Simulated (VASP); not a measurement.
# TiO2 (I4_1/amd) in VASP: further runs, part 3 of 3

VASP 6.6.1.

## Step 4: Single point, PBEsol

This run uses another cell than the first one, of 11.44 Å³/atom.

INCAR reads:

```
SYSTEM = TiO2
  PREC = Accurate
  ENCUT = 600
  EDIFF = 1E-6
  ISMEAR = 0
  SIGMA = 0.01
  LREAL = .False.
  LASPH = .True.
  NELM = 120
  ALGO = Normal
  ISIF = 2
  LWAVE = .False.
  LCHARG = .False.
  GGA = PS
  NBANDS = 33
  GGA_COMPAT = .False.
```

KPOINTS reads:

```
regular mesh
0
Gamma
  6 6 6
  0 0 0
```

POSCAR reads:

```
TiO2
1.0
   -1.8881128310      1.8881128310      4.8129659651
    1.8881128310     -1.8881128310      4.8129659651
    1.8881128310      1.8881128310     -4.8129659651
Ti O
2 4
Direct
    0.0000000000      1.0000000000      0.0000000000
    0.7500000000      0.2500000000      0.5000000000
    0.2065885067      0.2065885067      0.0000000000
    0.7934114933      0.7934114933      0.0000000000
   -0.0434114933      0.4565885067      0.5000000000
    0.5434114933      1.0434114933      0.5000000000
```

Potentials or basis: VASP PAW PBE potentials, release 64 (Ti_sv, O).

Started as:

```sh
$ cat potpaw_PBE.64/Ti_sv/POTCAR potpaw_PBE.64/O/POTCAR > POTCAR
$ mpirun -np 1 vasp_std > vasp.out
```

OUTCAR:

```text
SYSTEM = TiO2
   PREC = Accurate
   ENCUT = 600
   EDIFF = 1E-6
   ISMEAR = 0
   LREAL = .False.
   LASPH = .True.
   NELM = 120
   ISIF = 2
   GGA = PS

 ion  position               nearest neighbor table
   1  0.000  0.000  0.000-   6 1.93   5 1.93   6 1.93   5 1.93   4 1.99   3 1.99
   2  0.750  0.250  0.500-   4 1.93   3 1.93   4 1.93   3 1.93   5 1.99   6 1.99
   3  0.207  0.207  0.000-   2 1.93   2 1.93   1 1.99
   4  0.793  0.793  0.000-   2 1.93   2 1.93   1 1.99
   5  0.957  0.457  0.500-   1 1.93   1 1.93   2 1.99
   6  0.543  0.043  0.500-   1 1.93   1 1.93   2 1.99

  LATTYP: Found a body centered tetragonal cell.
 ALAT       =     3.7762256620
 C/A-ratio  =     2.5490881085

  Lattice vectors:

 A1 = (  -1.8881128310,   1.8881128310,   4.8129659651)
 A2 = (   1.8881128310,  -1.8881128310,   4.8129659651)
 A3 = (   1.8881128310,   1.8881128310,  -4.8129659651)

Analysis of symmetry for initial positions (statically):
=====================================================================
 Subroutine PRICEL returns:
 Original cell was already a primitive cell.

 Routine SETGRP: Setting up the symmetry group for a
 body centered tetragonal supercell.

 Subroutine GETGRP returns: Found 16 space group operations
 (whereof  8 operations were pure point group operations)
 out of a pool of 16 trial point group operations.

The static configuration has the point symmetry D_2d.
 The point group associated with its full space group is D_4h.

Analysis of symmetry for dynamics (positions and initial velocities):
=====================================================================
 Subroutine PRICEL returns:
 Original cell was already a primitive cell.

 Routine SETGRP: Setting up the symmetry group for a
 body centered tetragonal supercell.

 Subroutine GETGRP returns: Found 16 space group operations
 (whereof  8 operations were pure point group operations)
 out of a pool of 16 trial point group operations.

The dynamic configuration has the point symmetry D_2d.
 The point group associated with its full space group is D_4h.

 Subroutine INISYM returns: Found 16 space group operations
 (whereof  8 operations are pure point group operations),
 and found     1 'primitive' translations

----------------------------------------------------------------------------------------

                                     Primitive cell

  volume of cell :      68.6323

  direct lattice vectors                    reciprocal lattice vectors
    -1.888112831  1.888112831  4.812965965     0.000000000  0.264814683  0.103886045
     1.888112831 -1.888112831  4.812965965     0.264814683  0.000000000  0.103886045
     1.888112831  1.888112831 -4.812965965     0.264814683  0.264814683  0.000000000

  length of vectors
     5.504051372  5.504051372  5.504051372     0.284462874  0.284462874  0.374504516

  position of ions in fractional coordinates (direct lattice)
     0.000000000  0.000000000  0.000000000
     0.750000000  0.250000000  0.500000000
     0.206588507  0.206588507  0.000000000
     0.793411493  0.793411493  0.000000000
     0.956588507  0.456588507  0.500000000
     0.543411493  0.043411493  0.500000000

  ion indices of the primitive-cell ions
   primitive index   ion index
                 1           1
                 2           2
                 3           3
[... 34 lines left out ...]
  0.333333  0.000000 -0.000000      8.000000
  0.500000  0.000000 -0.000000      4.000000
  0.166667  0.166667  0.000000      8.000000
  0.333333  0.166667  0.000000     16.000000
[... 16 lines left out ...]
 -0.333333 -0.333333  0.166667      8.000000
 -0.166667 -0.333333  0.166667      8.000000
 [... further k-points ...]
   k-points           NKPTS =     30   k-points in BZ     NKDIM =     30   number of bands    NBANDS=     33
   number of dos      NEDOS =    301   number of ions     NIONS =      6
   total plane-waves  NPLWV = 110592
   dimension x,y,z NGX =    48 NGY =   48 NGZ =   48
   dimension x,y,z NGXF=    96 NGYF=   96 NGZF=   96
   ions per type =               2   4
   NGX,Y,Z   is equivalent  to a cutoff of  14.50, 14.50, 14.50 a.u.
   NGXF,Y,Z  is equivalent  to a cutoff of  29.00, 29.00, 29.00 a.u.
 SYSTEM =  TiO2
   PREC   = accura    normal or accurate (medium, high low for compatibility)
   ISTART =      0    job   : 0-new  1-cont  2-samecut
   ICHARG =      2    charge: 1-file 2-atom 10-const
   ISPIN  =      1    spin polarized calculation?
   LNONCOLLINEAR =      F non collinear calculations
   LSORBIT =      F    spin-orbit coupling
   LASPH  =      T    aspherical Exc in radial PAW
   ENCUT  =  600.0 eV  44.10 Ry    6.64 a.u.  10.99 10.99 10.99*2*pi/ulx,y,z
   NELM   =    120;   NELMIN=  2; NELMDL= -5     # of ELM steps
   EDIFF  = 0.1E-05   stopping-criterion for ELM
   LREAL  =      F    real-space projection
   EDIFFG = 0.1E-04   stopping-criterion for IOM
   NSW    =      0    number of steps for IOM
   IBRION =     -1    ionic relax: 0-MD 1-quasi-New 2-CG
   NFREE  =      0    steps in history (QN), initial steepest desc. (CG)
   ISIF   =      2    stress and relaxation
   ISYM   =      2    0-nonsym 1-usesym 2-fastsym
   POTIM  = 0.5000    time-step for ionic-motion
   TEBEG  =    0.0;   TEEND  =   0.0 temperature during run
   PSTRESS=    0.0 pullay stress
   NELECT =      48.0000    total number of electrons
   NUPDOWN=      -1.0000    fix difference up-down
   EMIN   =  10.00;   EMAX   =-10.00  energy-range for DOS
   EFERMI =   0.00;   METHOD = LEGACY
   ISMEAR =     0;   SIGMA  =   0.01  broadening in eV -4-tet -1-fermi 0-gaus
   EFERMI_NEDOS =   21; number of points for ismear=-14 and -15
   IALGO  =     38    algorithm
   IMIX   =      4    mixing-type and parameters
     AMIX     =   0.40;   BMIX     =  1.00
     AMIX_MAG =   1.60;   BMIX_MAG =  1.00
  volume/ion in A,a.u.               =      11.44        77.19
  Fermi-wavevector in a.u.,A,eV,Ry     =   1.453156  2.746067 28.730926  2.111663
  Thomas-Fermi vector in A             =   2.570455
   LORBIT       =      0    0 simple, 1 ext, 2 COOP (PROOUT), +10 PAW based schemes
   GGA     = PS    functional components
   LHFCALC =     F    Hartree Fock is set to
   AEXX    =    0.0000 exact exchange contribution
   IVDW    =     0    specifies the selected vdW correction
   LEPSILON=     F    determine dielectric tensor
   LRPA    =     F    only Hartree local field effects (RPA)
 non-spin polarized calculation
 Gauss-broadening in eV      SIGMA  =   0.01
  energy-cutoff  :      600.00
  volume of cell :       68.63
 maximum number of plane-waves:      2311
 NGX is ok and might be reduce to    48
   NGX = 21   NGY = 21   NGZ = 21

 number of electron      47.9999997 magnetization

 Free energy of the ion-electron system (eV)
  ---------------------------------------------------
  ext. energy  EPLUGINS =         0.00000000
  ---------------------------------------------------
  free energy    TOTEN  =       -56.22463899 eV

  energy without entropy =      -56.22463899  energy(sigma->0) =      -56.22463899

 E-fermi :   3.2201     XC(G=0): -10.9735

 val. band max:        3.1484162221   @ k =   0.5000   0.5000  -0.0000
 cond. band min:       5.3009090267   @ k =   0.0000   0.0000   0.0000
 fundamental gap:      2.1524928046
 Fermi energy:         3.2200549683

 k-point     1 :       0.0000    0.0000    0.0000
  band No.  band energies     occupation
      1     -52.9230      2.00000
      2     -52.8646      2.00000
      3     -29.5007      2.00000
      4     -29.2601      2.00000
      5     -29.2601      2.00000
      6     -29.1913      2.00000
[... 853 lines left out ...]
     32       8.9973      0.00000
     33       9.0480      0.00000

 [... further k-points ...]

------------------------ aborting loop because EDIFF is reached ----------------------------------------

  FORCE on cell =-STRESS in cart. coord.  units (eV):
  Direction    XX          YY          ZZ          XY          YZ          ZX
  --------------------------------------------------------------------------------------
  -------------------------------------------------------------------------------------
  Total       -0.6473041     -0.6473041     -0.6033961      0.0000000      0.0000000      0.0000000
  in kB      -15.1108986    -15.1108986    -14.0858931      0.0000000      0.0000000      0.0000000
  external PRESSURE =     -14.7692301 kB  Pullay stress =       0.0000000 kB

 VOLUME and BASIS-vectors are now :
 -----------------------------------------------------------------------------
  energy-cutoff  :      600.00
  volume of cell :       68.63
      direct lattice vectors                 reciprocal lattice vectors
    -1.888112831  1.888112831  4.812965965     0.000000000  0.264814683  0.103886045
     1.888112831 -1.888112831  4.812965965     0.264814683  0.000000000  0.103886045
     1.888112831  1.888112831 -4.812965965     0.264814683  0.264814683  0.000000000

 POSITION                                       TOTAL-FORCE (eV/Angst)
 -----------------------------------------------------------------------------------
      0.00000      0.00000      0.00000        -0.000000     -0.000000     -0.000000
      0.00000      1.88811      2.40648        -0.000000     -0.000000     -0.000000
      0.00000      0.00000      1.98861         0.000000     -0.000000      0.017767
      0.00000      0.00000      7.63733         0.000000     -0.000000     -0.017767
      0.00000      1.88811      4.39509        -0.000000      0.000000      0.017767
      0.00000      1.88811      0.41788        -0.000000      0.000000     -0.017767
 -----------------------------------------------------------------------------------
    total drift:                                0.000000     -0.000000     -0.000000

  FREE ENERGIE OF THE ION-ELECTRON SYSTEM (eV)
  ---------------------------------------------------
  free  energy   TOTEN  =       -56.2246389866 eV

  energy  without entropy=      -56.2246389866  energy(sigma->0) =      -56.22463899
```

It took 2.8 min on 1 thread of Intel Xeon Platinum 8259CL at 2.50GHz (Skylake/Cascade Lake), shared host; peak memory 0.34 GiB.

What came out:

- Free energy: -56.2246 eV
- Pressure: -1.5 GPa
- Largest force: 0.018 eV/Å
- Band gap on the k mesh: 2.15 eV (least direct gap 2.42 eV)

Forces on the atoms (eV/Å):
```
Ti   0.000  0.000  0.000
Ti   0.000  0.000  0.000
O    0.000  0.000  0.018
O    0.000  0.000 -0.018
O    0.000  0.000  0.018
O    0.000  0.000 -0.018
```

Stress tensor (GPa, compression positive):
```
-1.51  0.00  0.00
 0.00 -1.51  0.00
 0.00  0.00 -1.41
```

Caveat: the PAW data sets were made with another functional, which shifts forces and pressure a little. A k mesh can miss the band edges.

## Step 5: Relaxation of cell and atoms, PBEsol, target pressure -2 GPa, at which the enthalpy is minimised

This run uses another cell than the first one, of 11.35 Å³/atom.

INCAR reads:

```
ALGO     = Normal         # electronic algorithm
EDIFF    = 1E-7           # SCF threshold, eV
EDIFFG   = -0.01          # ionic threshold
ENCUT    = 600            # plane-wave cutoff, eV
GGA      = PS             # functional
GGA_COMPAT= False        
IBRION   = 2              # ionic algorithm
ISIF     = 3              # what is computed and relaxed
ISMEAR   = 0              # smearing method
LASPH    = True           # aspherical terms in the spheres
LCHARG   = False          # write CHGCAR
LREAL    = False          # projectors in reciprocal space
LWAVE    = False          # write WAVECAR
NELM     = 120            # most SCF steps
NELMIN   = 4            
NSW      = 80             # ionic steps
PREC     = Accurate       # precision mode
PSTRESS  = -20.0        
SIGMA    = 0.01           # smearing width, eV
```

KPOINTS reads:

```
k-points
0
Gamma
  6 6 6
```

POSCAR reads:

```
TiO2
1.0
   -1.8921000000      1.8921000000      4.7573000000
    1.8921000000     -1.8921000000      4.7573000000
    1.8921000000      1.8921000000     -4.7573000000
Ti O
2 4
Direct
    0.0000000000      1.0000000000      0.0000000000
    0.7500000000      0.2500000000      0.5000000000
    0.2081000000      0.2081000000      0.0000000000
    0.7919000000      0.7919000000      0.0000000000
   -0.0419000000      0.4581000000      0.5000000000
    0.5419000000      1.0419000000      0.5000000000
```

Potentials or basis: VASP PAW PBE potentials, release 64 (Ti_sv, O).

Started as:

```sh
$ cat potpaw_PBE.64/Ti_sv/POTCAR potpaw_PBE.64/O/POTCAR > POTCAR
$ mpirun -np 1 vasp_std > vasp.out
```

OUTCAR:

```text
EDIFF = 1E-7
   EDIFFG = -0.01
   ENCUT = 600
   GGA = PS
   IBRION = 2
   ISIF = 3
   ISMEAR = 0
   LASPH = True
   LREAL = False
   NELM = 120
   NELMIN = 4
   NSW = 80
   PREC = Accurate
   PSTRESS = -20.0

 ion  position               nearest neighbor table
   1  0.000  0.000  0.000-   6 1.93   5 1.93   6 1.93   5 1.93   4 1.98   3 1.98
   2  0.750  0.250  0.500-   4 1.93   3 1.93   4 1.93   3 1.93   5 1.98   6 1.98
   3  0.208  0.208  0.000-   2 1.93   2 1.93   1 1.98
   4  0.792  0.792  0.000-   2 1.93   2 1.93   1 1.98
   5  0.958  0.458  0.500-   1 1.93   1 1.93   2 1.98
   6  0.542  0.042  0.500-   1 1.93   1 1.93   2 1.98

  LATTYP: Found a body centered tetragonal cell.
 ALAT       =     3.7842000000
 C/A-ratio  =     2.5142962846

[... 530 lines left out ...]
 Free energy of the ion-electron system (eV)
  ---------------------------------------------------
  ext. energy  EPLUGINS =         0.00000000
  ---------------------------------------------------
  free energy    TOTEN  =       -56.22192936 eV

  energy without entropy =      -56.22192936  energy(sigma->0) =      -56.22192936

 E-fermi :   3.2226     XC(G=0): -10.9616

 val. band max:        3.1291057427   @ k =   0.5000   0.5000   0.0000
 cond. band min:       5.2768909088   @ k =   0.0000   0.0000   0.0000
 fundamental gap:      2.1477851661
 Fermi energy:         3.2225773484

 k-point     1 :       0.0000    0.0000    0.0000
  band No.  band energies     occupation
      1     -52.9516      2.00000
      2     -52.8940      2.00000
      3     -29.5257      2.00000
      4     -29.2873      2.00000
      5     -29.2873      2.00000
      6     -29.2192      2.00000
[... 733 lines left out ...]
     27       6.6728      0.00000
     28       6.8184      0.00000

 [... further k-points ...]

------------------------ aborting loop because EDIFF is reached ----------------------------------------

  FORCE on cell =-STRESS in cart. coord.  units (eV):
  Direction    XX          YY          ZZ          XY          YZ          ZX
  --------------------------------------------------------------------------------------
  -------------------------------------------------------------------------------------
  Total       -0.8548417     -0.8548417     -0.8565052      0.0000000      0.0000000      0.0000000
  in kB      -19.9102137    -19.9102137    -19.9489582      0.0000000      0.0000000      0.0000000
  external PRESSURE =       0.0768715 kB  Pullay stress =     -20.0000000 kB
[... 25 lines left out ...]
  energy  without entropy=      -56.2219293571  energy(sigma->0) =      -56.22192936

  enthalpy is  TOTEN    =       -57.0806260000 eV   P V=       -0.8586966429

 reached required accuracy - stopping structural energy minimisation
```

OSZICAR:

```text
N       E                     dE             d eps       ncg     rms          rms(c)
DAV:   1     0.719477981463E+03    0.71948E+03   -0.27176E+04  1680   0.219E+03
DAV:   2     0.606608719544E+02   -0.65882E+03   -0.63983E+03  1788   0.608E+02
DAV:   3    -0.664253666937E+02   -0.12709E+03   -0.12398E+03  2644   0.225E+02
[... 93 lines left out ...]
DAV:   3    -0.562219279230E+02    0.16499E-03   -0.47281E-04  1892   0.211E-01    0.164E-02
DAV:   4    -0.562219300708E+02   -0.21478E-05   -0.67937E-05  2092   0.684E-02    0.112E-02
DAV:   5    -0.562219295438E+02    0.52697E-06   -0.34386E-06  2168   0.191E-02    0.557E-03
DAV:   6    -0.562219294450E+02    0.98847E-07   -0.10325E-06  2300   0.856E-03    0.224E-03
DAV:   7    -0.562219293571E+02    0.87905E-07   -0.32689E-07  1428   0.694E-03
   9 F= -.57080626E+02 E0= -.57080626E+02  d E =-.481670E-04
```

CONTCAR:

```text
TiO2
   1.00000000000000
    -1.8893421416830736    1.8893421416830736    4.8176931711271660
     1.8893421416830736   -1.8893421416830736    4.8176931711271660
     1.8893421416830736    1.8893421416830736   -4.8176931711271660
  Ti              O
     2     4
Direct
     0.0000000000000000    0.0000000000000000    0.0000000000000000
     0.7500000000000000    0.2500000000000000    0.5000000000000000
     0.2065954986041028    0.2065954986041028    0.0000000000000000
     0.7934045013958972    0.7934045013958972    0.0000000000000000
     0.9565954986041028    0.4565954986041027    0.5000000000000000
     0.5434045013958972    0.0434045013958972    0.5000000000000000

  0.00000000E+00  0.00000000E+00  0.00000000E+00
  0.00000000E+00  0.00000000E+00  0.00000000E+00
  0.00000000E+00  0.00000000E+00  0.00000000E+00
  0.00000000E+00  0.00000000E+00  0.00000000E+00
  0.00000000E+00  0.00000000E+00  0.00000000E+00
  0.00000000E+00  0.00000000E+00  0.00000000E+00
```

Run time: 12 min. Hardware: 1 thread of Intel Xeon Platinum 8259CL at 2.50GHz (Skylake/Cascade Lake), shared host; peak memory 0.37 GiB.

Results:

```yaml
Free_energy: -56.2219 eV
Relaxed_volume: 11.46 Å³/atom
Relaxed_cell: a = 5.509 Å, b = 5.509 Å, c = 5.509 Å, α = 139.89°, β = 139.89°, γ = 58.03°
Space_group_after_relaxing_to_0.1_Å: I4_1/amd (No. 141)
Energy_change_on_relaxing_the_run_minimises_the_enthalpy: +0.6 meV/atom
Ionic_steps: 9
Pressure_after_relaxing: -2.0 GPa
Band_gap_on_the_k_mesh: 2.15 eV (least direct gap 2.41 eV)
```

Step by step:
```csv
step,energy change (eV),largest force (eV/Å),pressure (GPa),volume (Å³)
1,0.0000,0.0099,-0.59,68.13
2,0.0130,0.1214,-3.69,69.12
3,0.0035,0.0532,-2.07,68.59
4,0.0033,0.0434,-2.05,68.62
5,0.0032,0.0132,-2.05,68.72
6,0.0060,0.0503,-2.04,68.92
7,0.0040,0.0141,-2.05,68.81
8,0.0034,0.0181,-1.94,68.76
9,0.0036,0.0001,-1.99,68.79
```

Final structure:
```
Ti O
1.0
    -1.88934    1.88934    4.81769
     1.88934   -1.88934    4.81769
     1.88934    1.88934   -4.81769
Ti O
2 4
Direct
  0.00000 0.00000 0.00000
  0.75000 0.25000 0.50000
  0.20660 0.20660 0.00000
  0.79340 0.79340 0.00000
  0.95660 0.45660 0.50000
  0.54340 0.04340 0.50000
```

Caveat: the cell is relaxed towards a set pressure, so the run minimises the enthalpy, not the energy; the PAW data sets were made with another functional, which shifts forces and pressure a little.

## Step 6: Summary

```tsv
task	cell	gap on the mesh (eV)	pressure (GPa)	largest force (eV/Å)
single point	a = 5.435 Å, angles 139.5, 139.5, 58.6°, 6 atoms, atomic positions A	2.11	2.5	0.02
single point	a = 5.470 Å, angles 139.7, 139.7, 58.3°, 6 atoms, atomic positions A	2.14	0.5	0.02
single point	a = 5.504 Å, angles 139.9, 139.9, 58.0°, 6 atoms, atomic positions B	2.15	-1.5	0.02
relaxation of cell and atoms	relaxed to -2 GPa from a = 5.458 Å, angles 139.4, 139.4, 58.7°, 6 atoms, atomic positions A	2.15	-2.0	-
```

Alike in all rows: level PBEsol; potentials or basis VASP PAW PBE potentials, release 64 (Ti_sv, O); no spin polarisation; k mesh 6 × 6 × 6; cutoff (eV) 600; smearing gaussian 0.01 eV.

Caveats: the PAW data sets were made with another functional, which shifts forces and pressure a little; the cell is relaxed towards a set pressure, so the run minimises the enthalpy, not the energy (at least some runs).

Absolute energies hang on the potentials; compare differences alone.
